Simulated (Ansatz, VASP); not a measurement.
Cu3O2 in VASP and in Ansatz

Contents of INCAR:

```
PREC     = Accurate       # precision mode
ENCUT    = 700            # plane-wave cutoff, eV
EDIFF    = 1E-6           # SCF threshold, eV
ISMEAR   = -1             # smearing method
SIGMA    = 0.05           # smearing width, eV
LREAL    = F              # projectors in reciprocal space
LASPH    = T              # aspherical terms in the spheres
NELM     = 120            # most SCF steps
ALGO     = Normal         # electronic algorithm
ISIF     = 2              # what is computed and relaxed
LWAVE    = F              # write WAVECAR
LCHARG   = F              # write CHGCAR
GGA      = PE             # functional
NBANDS   = 42             # bands
GGA_COMPAT= F
```

The input KPOINTS:

```
Automatic mesh
0
Gamma
  9 9 9
```

POSCAR

```
Cu3O2
1.0
   -2.0229820000      2.0229820000      3.6736170000
    2.0229820000     -2.0229820000      3.6736170000
    2.0229820000      2.0229820000     -3.6736170000
Cu O
3 2
Direct
    0.0000000000      0.0000000000      0.0000000000
    0.7500000000      0.2500000000      0.5000000000
    0.2500000000      0.7500000000      0.5000000000
    0.5000000000      0.0000000000      0.5000000000
    0.0000000000      0.5000000000      0.5000000000
```

The input input.yaml:

```yaml
crystal:
  lattice:
    - [-2.022982, 2.022982, 3.673617]
    - [2.022982, -2.022982, 3.673617]
    - [2.022982, 2.022982, -3.673617]
  atoms:
    - { symbol: Cu, position: [0.0, 0.0, 0.0] }
    - { symbol: Cu, position: [0.75, 0.25, 0.5] }
    - { symbol: Cu, position: [0.25, 0.75, 0.5] }
    - { symbol: O, position: [0.5, 0.0, 0.5] }
    - { symbol: O, position: [0.0, 0.5, 0.5] }
hamiltonian:
  xc: pbe
  pseudopotentials: { kind: paw }
kpoints:
  mp_grid: { grid: [9, 9, 9] }
  band_path:
    path:
      - [[0.0, 0.0, 0.0], [0.5, -0.5, 0.0], [0.5, -0.5, 0.1516234203], [0.3258117102, -0.3258117102, 0.3258117102], [0.0, 0.0, 0.0], [0.5, 0.5, -0.5], [0.6741882898, 0.3258117102, -0.3258117102], [0.5, 0.0, 0.0], [0.75, -0.25, -0.25], [0.8483765797, 0.1516234203, -0.5], [0.5, 0.5, -0.5]]
      - [[0.5, -0.5, 0.0], [0.75, -0.25, -0.25]]
    npoints: 14
scf:
  occupations: { method: fermi_dirac, width: 0.05 }
  n_extra_bands: 12
output:
  forces: true
  stress: true
  eigenvalues: true
  fatbands: false
  write_density: true
  write_potential: true
  elf: true
  volumetric_format: npy
```

Alike in both runs: functional PBE; k mesh 9 × 9 × 9; occupations fermi-dirac, width 0.05 eV; no spin polarisation.

|  | VASP | Ansatz |
| --- | --- | --- |
| version | VASP 6.6.1 | Ansatz 0.2.0 |
| potentials or method | VASP PAW PBE potentials, release 64 (Cu_sv_GW, O) | Ansatz PAW |
| plane-wave cutoff (eV) | 700 | 420 |
| valence electrons in the cell | 69 | 69 |
| task | single point | band structure |

VASP gave:

* gap on the k mesh at the Fermi level (eV): none
* pressure (GPa): -2.3
* traceless stress, the component that is largest in VASP (GPa): -0.31

Question: Estimate Ansatz's values.

Answer: gap on the k mesh at the Fermi level (eV): none; pressure (GPa): 0.7; traceless stress, the component that is largest in VASP (GPa): -0.39.

A gap of «none» marks a metal or a gap that the smearing closes. The functional is the same, so the differences come from potentials, cutoffs and numerics.
